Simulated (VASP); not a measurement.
# GdPd2 (I4/mmm) in VASP: single point with PBE

Aim: the single point of GdPd2 with PBE.

Everything below comes from runs of VASP 6.6.1. Logs are shortened: lines on timing, memory, paths and dates and some standing lists are left out, and cuts for length are marked.

**1. The cell of the first run**

The structure is tetragonal, space group I4/mmm (No. 139). The conventional cell has a = 4.141 Å, b = 4.141 Å, c = 9.747 Å, α = 90.00°, β = 90.00°, γ = 90.00°. Gd (site symmetry 4/mmm) has 8 Pd at 3.20 Å and 4 Gd at 4.14 Å within 4.2 Å. Within 3.9 Å of Pd (site symmetry -4m2) lie 4 Pd at 2.93 Å and 4 Gd at 3.20 Å.

**2. Single point, PBE, non-collinear spin, typed start, spin-orbit coupling**

The input, INCAR:

```
SYSTEM = GdPd2
PREC = Accurate
ENCUT = 520
EDIFF = 1E-7
ISMEAR = -1
SIGMA = 0.1
LREAL = .False.
LASPH = .True.
NELM = 150
ALGO = Normal
ISIF = 2
LWAVE = .False.
LCHARG = .False.
LNONCOLLINEAR = .True.
MAGMOM = 2.549 2.549 -6 0.364 0.364 -0.857 0.364 0.364 -0.857
LORBIT = 11
LSORBIT = .True.
GGA_COMPAT = .False.
LORBMOM = .True.
LMAXMIX = 6
GGA = PE
NBANDS = 51
```

The input, KPOINTS:

```
Automatic mesh
0
Gamma
  5 5 5
  0 0 0
```

The input, POSCAR:

```
GdPd2
1.0
    0.0000000000      4.1413763400      0.0000000000
    4.1413763400      0.0000000000      0.0000000000
    2.0706876700      2.0706876700     -4.8736316300
Gd Pd
1 2
Direct
    0.0000000000      0.0000000000      0.0000000000
    0.7500000000      0.2500000000      0.5000000000
    0.2500000000      0.7500000000      0.5000000000
```

Potentials or basis: VASP PAW PBE potentials, release 64 (Gd, Pd).

Launch:

```bash
> cat potpaw_PBE.64/Gd/POTCAR potpaw_PBE.64/Pd/POTCAR > POTCAR
> mpirun -np 1 vasp_ncl > vasp.out
```

OUTCAR:

```text
SYSTEM = GdPd2
   PREC = Accurate
   ENCUT = 520
   EDIFF = 1E-7
   ISMEAR = -1
   LREAL = .False.
   LASPH = .True.
   NELM = 150
   ISIF = 2
   LNONCOLLINEAR = .True.
   LORBIT = 11
   LSORBIT = .True.
   GGA = PE

 ion  position               nearest neighbor table
   1  0.000  0.000  0.000-   2 3.20   3 3.20   2 3.20   3 3.20   2 3.20   3 3.20   2 3.20   3 3.20

   2  0.750  0.250  0.500-   3 2.93   3 2.93   3 2.93   3 2.93   1 3.20   1 3.20   1 3.20   1 3.20

   3  0.250  0.750  0.500-   2 2.93   2 2.93   2 2.93   2 2.93   1 3.20   1 3.20   1 3.20   1 3.20

  LATTYP: Found a body centered tetragonal cell.
 ALAT       =     4.1413763400
 C/A-ratio  =     2.3536289532

  Lattice vectors:

 A1 = (  -2.0706876700,   2.0706886700,   4.8736316300)
 A2 = (   2.0706886700,  -2.0706876700,   4.8736316300)
 A3 = (   2.0706876700,   2.0706876700,  -4.8736316300)

Analysis of symmetry for initial positions (statically):
=====================================================================
 Subroutine PRICEL returns:
 Original cell was already a primitive cell.

 Routine SETGRP: Setting up the symmetry group for a
 body centered tetragonal supercell.

 Subroutine GETGRP returns: Found 16 space group operations
 (whereof 16 operations were pure point group operations)
 out of a pool of 16 trial point group operations.

The static configuration has the point symmetry D_4h.

Analysis of symmetry for dynamics (positions and initial velocities):
=====================================================================
 Subroutine PRICEL returns:
 Original cell was already a primitive cell.

 Routine SETGRP: Setting up the symmetry group for a
 body centered tetragonal supercell.

 Subroutine GETGRP returns: Found 16 space group operations
 (whereof 16 operations were pure point group operations)
 out of a pool of 16 trial point group operations.

The dynamic configuration has the point symmetry D_4h.

Analysis of structural, dynamic, and magnetic symmetry:
=====================================================================
 Subroutine PRICEL returns:
 Original cell was already a primitive cell.

 Routine SETGRP: Setting up the symmetry group for a
 body centered tetragonal supercell.

 Subroutine GETGRP returns: Found  2 space group operations
 (whereof  2 operations were pure point group operations)
 out of a pool of 16 trial point group operations.

The overall configuration has the point symmetry S_2 .

 Subroutine INISYM returns: Found  2 space group operations
 (whereof  2 operations are pure point group operations),
 and found     1 'primitive' translations

----------------------------------------------------------------------------------------

                                     Primitive cell

  volume of cell :      83.5876

  direct lattice vectors                    reciprocal lattice vectors
     0.000000000  4.141376340  0.000000000     0.000000000  0.241465619  0.102592875
     4.141376340  0.000000000  0.000000000     0.241465619  0.000000000  0.102592875
     2.070687670  2.070687670 -4.873631630     0.000000000  0.000000000 -0.205185799

  length of vectors
     4.141376340  4.141376340  5.685752379     0.262356519  0.262356519  0.205185799

  position of ions in fractional coordinates (direct lattice)
     0.000000000  0.000000000  0.000000000
     0.750000000  0.250000000  0.500000000
     0.250000000  0.750000000  0.500000000

  ion indices of the primitive-cell ions
   primitive index   ion index
                 1           1
                 2           2
                 3           3

----------------------------------------------------------------------------------------

 KPOINTS: Automatic mesh

Automatic generation of k-mesh.
 Grid dimensions read from file:
 generate k-points for:    5    5    5

 Generating k-lattice:

  Cartesian coordinates                     Fractional coordinates (reciprocal lattice)
     0.000000000  0.048293124  0.020518575     0.200000000  0.000000000  0.000000000
     0.048293124  0.000000000  0.020518575     0.000000000  0.200000000  0.000000000
     0.000000000  0.000000000 -0.041037160     0.000000000  0.000000000  0.200000000

  Length of vectors
     0.052471304  0.052471304  0.041037160

  Shift w.r.t. Gamma in fractional coordinates (k-lattice)
     0.000000000  0.000000000  0.000000000

 Subroutine IBZKPT returns following result:
 ===========================================

 Found     63 irreducible k-points:

 Following reciprocal coordinates:
            Coordinates               Weight
  0.000000  0.000000  0.000000      1.000000
  0.200000  0.000000  0.000000      2.000000
  0.000000 -0.200000 -0.200000      2.000000
[... 52 lines left out ...]
   NUPDOWN=      -1.0000    fix difference up-down
   EMIN   =  10.00;   EMAX   =-10.00  energy-range for DOS
   EFERMI =   0.00;   METHOD = LEGACY
   ISMEAR =    -1;   SIGMA  =   0.10  broadening in eV -4-tet -1-fermi 0-gaus
   EFERMI_NEDOS =   21; number of points for ismear=-14 and -15
   IALGO  =     38    algorithm
   IMIX   =      4    mixing-type and parameters
     AMIX     =   0.40;   BMIX     =  1.00
     AMIX_MAG =   1.60;   BMIX_MAG =  1.00
  volume/ion in A,a.u.               =      27.86       188.03
  Fermi-wavevector in a.u.,A,eV,Ry     =   1.258796  2.378779 21.559346  1.584567
  Thomas-Fermi vector in A             =   2.392388
   LORBIT       =     11    0 simple, 1 ext, 2 COOP (PROOUT), +10 PAW based schemes
   GGA     = PE    functional components
   LHFCALC =     F    Hartree Fock is set to
   AEXX    =    0.0000 exact exchange contribution
   IVDW    =     0    specifies the selected vdW correction
   LEPSILON=     F    determine dielectric tensor
   LRPA    =     F    only Hartree local field effects (RPA)
  energy-cutoff  :      520.00
  volume of cell :       83.59
 maximum number of plane-waves:      4556
   NGX = 15   NGY = 15   NGZ = 21

 number of electron      37.9999993 magnetization       2.6038612      2.5354385     -6.0811042

 Free energy of the ion-electron system (eV)
  ---------------------------------------------------
  ext. energy  EPLUGINS =         0.00000000
  ---------------------------------------------------
  free energy    TOTEN  =       -23.79446312 eV

  energy without entropy =      -23.66948198  energy(sigma->0) =      -23.73197255

 E-fermi :   3.6659     XC(G=0):  -9.8959

 val. band max:        3.6656839836   @ k =  -0.4000   0.2000   0.2000
 cond. band min:       3.6667633668   @ k =   0.2000   0.4000  -0.4000
 fundamental gap:      0.0010793832
 Fermi energy:         3.6659129571

 k-point     1 :       0.0000    0.0000    0.0000
  band No.  band energies     occupation
      1     -41.7656      1.00000
      2     -38.6792      1.00000
      3     -21.3854      1.00000
      4     -20.6715      1.00000
      5     -17.8370      1.00000
      6     -16.8116      1.00000
[... 1261 lines left out ...]
     49       5.3523      0.00000
     50       5.7591      0.00000

 [... further k-points ...]

 [bands above 50 left out]

------------------------ aborting loop because EDIFF is reached ----------------------------------------

  FORCE on cell =-STRESS in cart. coord.  units (eV):
  Direction    XX          YY          ZZ          XY          YZ          ZX
  --------------------------------------------------------------------------------------
  -------------------------------------------------------------------------------------
  Total       -5.1624302     -5.1624516     -7.4155328     -0.0003031      0.0005107      0.0028878
  in kB      -98.9515669    -98.9519777   -142.1382112     -0.0058103      0.0097893      0.0553521
  external PRESSURE =    -113.3472519 kB  Pullay stress =       0.0000000 kB

 VOLUME and BASIS-vectors are now :
 -----------------------------------------------------------------------------
  energy-cutoff  :      520.00
  volume of cell :       83.59
      direct lattice vectors                 reciprocal lattice vectors
     0.000000000  4.141376340  0.000000000     0.000000000  0.241465619  0.102592875
     4.141376340  0.000000000  0.000000000     0.241465619  0.000000000  0.102592875
     2.070687670  2.070687670 -4.873631630     0.000000000  0.000000000 -0.205185799

 POSITION                                       TOTAL-FORCE (eV/Angst)
 -----------------------------------------------------------------------------------
      0.00000      0.00000      0.00000         0.000000      0.000000      0.000000
      2.07069      4.14138     -2.43682        -0.000210      0.000204      0.000005
      4.14138      2.07069     -2.43682         0.000210     -0.000204     -0.000005
 -----------------------------------------------------------------------------------
    total drift:                                0.000000     -0.000000     -0.000000

  FREE ENERGIE OF THE ION-ELECTRON SYSTEM (eV)
  ---------------------------------------------------
  free  energy   TOTEN  =       -23.7944631166 eV

  energy  without entropy=      -23.6694819848  energy(sigma->0) =      -23.73197255

 orbital moment (x)

 # of ion     p       d       f       tot
 ------------------------------------------------
  1        -0.003  -0.003   0.095   0.088
  2        -0.000   0.000   0.000  -0.000
  3        -0.000   0.000   0.000  -0.000
 ------------------------------------------------
           -0.004  -0.003   0.095   0.088

 orbital moment (y)

 # of ion     p       d       f       tot
 ------------------------------------------------
  1        -0.003  -0.003   0.092   0.086
  2        -0.000   0.000   0.000  -0.000
  3        -0.000   0.000   0.000  -0.000
 ------------------------------------------------
           -0.004  -0.003   0.092   0.086

 orbital moment (z)

 # of ion     p       d       f       tot
 ------------------------------------------------
  1         0.008   0.006  -0.285  -0.271
  2         0.000  -0.003   0.000  -0.002
  3         0.000  -0.003   0.000  -0.002
 ------------------------------------------------
            0.008   0.001  -0.285  -0.276

 Spin-Orbit-Coupling matrix elements

 Ion:    1  E_soc:     -1.2680905
 l=   1
     0.0000000    -0.1633757    -0.1622896
    -0.1633757     0.0000000    -0.1633763
    -0.1622896    -0.1633763     0.0000000
 l=   2
     0.0000000    -0.0004099     0.0000000    -0.0004101    -0.0009511
    -0.0004099     0.0000000    -0.0012456    -0.0005717    -0.0004532
     0.0000000    -0.0012456     0.0000000    -0.0012453     0.0000000
    -0.0004101    -0.0005717    -0.0012453     0.0000000    -0.0004531
    -0.0009511    -0.0004532     0.0000000    -0.0004531     0.0000000
 l=   3
     0.0000000    -0.0059314     0.0000000     0.0000000     0.0000000    -0.0058873    -0.0208030
    -0.0059314     0.0000000    -0.0097410     0.0000000    -0.0096836    -0.0077348    -0.0059043
     0.0000000    -0.0097410     0.0000000    -0.0231594    -0.0018757    -0.0096350     0.0000000
     0.0000000     0.0000000    -0.0231594     0.0000000    -0.0233037     0.0000000     0.0000000
[... 29 lines left out ...]
 l=   2
     0.0000000    -0.0019793     0.0000000    -0.0019798    -0.0082465
    -0.0019793     0.0000000    -0.0059483    -0.0018683    -0.0016935
     0.0000000    -0.0059483     0.0000000    -0.0059467     0.0000000
    -0.0019798    -0.0018683    -0.0059467     0.0000000    -0.0016929
    -0.0082465    -0.0016935     0.0000000    -0.0016929     0.0000000
 l=   3
     0.0000000     0.0000000     0.0000000     0.0000000     0.0000000     0.0000000     0.0000000
     0.0000000     0.0000000     0.0000000     0.0000000     0.0000000     0.0000000     0.0000000
     0.0000000     0.0000000     0.0000000     0.0000000     0.0000000     0.0000000     0.0000000
     0.0000000     0.0000000     0.0000000     0.0000000     0.0000000     0.0000000     0.0000000
     0.0000000     0.0000000     0.0000000     0.0000000     0.0000000     0.0000000     0.0000000
     0.0000000     0.0000000     0.0000000     0.0000000     0.0000000     0.0000000     0.0000000
     0.0000000     0.0000000     0.0000000     0.0000000     0.0000000     0.0000000     0.0000000

 total charge

# of ion       s       p       d       f       tot
--------------------------------------------------
    1        2.047   5.612   0.366   7.103  15.128
    2        0.476   0.216   8.512   0.000   9.204
    3        0.476   0.216   8.512   0.000   9.204
--------------------------------------------------
tot          3.000   6.044  17.389   7.103  33.536

 magnetization (x)

# of ion       s       p       d       f       tot
--------------------------------------------------
    1        0.001  -0.026   0.032   2.450   2.457
    2        0.000   0.005  -0.003   0.000   0.003
    3        0.000   0.005  -0.003   0.000   0.003
--------------------------------------------------
tot          0.001  -0.015   0.027   2.450   2.463

 magnetization (y)

# of ion       s       p       d       f       tot
--------------------------------------------------
    1        0.001  -0.025   0.031   2.386   2.393
    2        0.000   0.005  -0.003   0.000   0.002
    3        0.000   0.005  -0.003   0.000   0.002
--------------------------------------------------
tot          0.001  -0.015   0.026   2.386   2.398

 magnetization (z)

# of ion       s       p       d       f       tot
--------------------------------------------------
    1       -0.002   0.061  -0.075  -5.725  -5.742
    2       -0.000  -0.012   0.006   0.000  -0.006
    3       -0.000  -0.012   0.006   0.000  -0.006
--------------------------------------------------
tot         -0.002   0.036  -0.063  -5.725  -5.754
```

Wall time 36 min (1 thread of Intel Xeon Platinum 8488C (Sapphire Rapids), shared host); peak memory 0.65 GiB.

What came out:

```
Free energy                                           : -23.7945 eV
Pressure                                              : -11.3 GPa
Net moment                                            : 7.08 μB per cell
Valence electrons inside the program's atomic spheres : Gd 15.13; Pd 9.20
```

Stress tensor (GPa, compression positive):
```
 -9.90   0.00   0.01
  0.00  -9.90   0.00
  0.01   0.00 -14.21
```

Moments on the atoms (μB; x, y, z):
```
Gd   2.46  2.39 -5.74
Pd   0.00  0.00 -0.01
Pd   0.00  0.00 -0.01
```

Caveat: the cell stands under tension; semilocal functionals describe open f shells poorly, which spoils levels, moments and volumes. The state reached can hang on the start; a lower one may exist.
